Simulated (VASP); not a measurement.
Runs of VASP 6.6.1 on Ge. The structure is that of space group I4_1/amd (No. 141), or close to it. The cells are those of the table. 

```tsv
cell	gap on the mesh (eV)	pressure (GPa)
a = 3.958 Å, angles 97.4, 97.4, 138.0°, 2 atoms	none	-3.8
a = 3.988 Å, angles 96.6, 96.6, 140.3°, 2 atoms	none	-2.5
a = 3.864 Å, angles 98.0, 98.0, 136.3°, 2 atoms	none	-0.6
a = 3.951 Å, angles 97.2, 97.2, 138.6°, 2 atoms	none	-2.9
a = 3.995 Å, angles 96.8, 96.8, 139.7°, 2 atoms	none	(b)
a = 4.002 Å, angles 97.0, 97.0, 139.1°, 2 atoms	none	-4.6
a = 3.915 Å, angles 97.8, 97.8, 136.9°, 2 atoms	none	-2.8
a = 3.834 Å, angles 97.2, 97.2, 138.6°, 2 atoms	none	4.6
a = 3.892 Å, angles 97.2, 97.2, 138.6°, 2 atoms	none	0.5
a = 3.841 Å, angles 97.4, 97.4, 138.0°, 2 atoms	none	(c)
a = 3.806 Å, angles 98.0, 98.0, 136.2°, 2 atoms	none	(a)
a = 3.857 Å, angles 97.8, 97.8, 136.8°, 2 atoms	none	0.5
```

Alike in all rows: task single point; level PBEsol; potentials or basis VASP PAW PBE potentials, release 64 (Ge_d); no spin polarisation; k mesh 20 × 20 × 20; cutoff (eV) 520; smearing gaussian 0.15 eV.

**Question.** Estimate the missing entries.

**Answer.** (a) 3.3; (b) -3.6; (c) 3.0.

Caveats: the PAW data sets were made with another functional, which shifts forces and pressure a little; the cell stands under tension (at least some runs); the cell stands under pressure (at least some runs).

A k mesh can miss the band edges, and the runs leave out spin-orbit coupling on Ge.

A gap of «none» marks levels without a gap at the run's occupations.
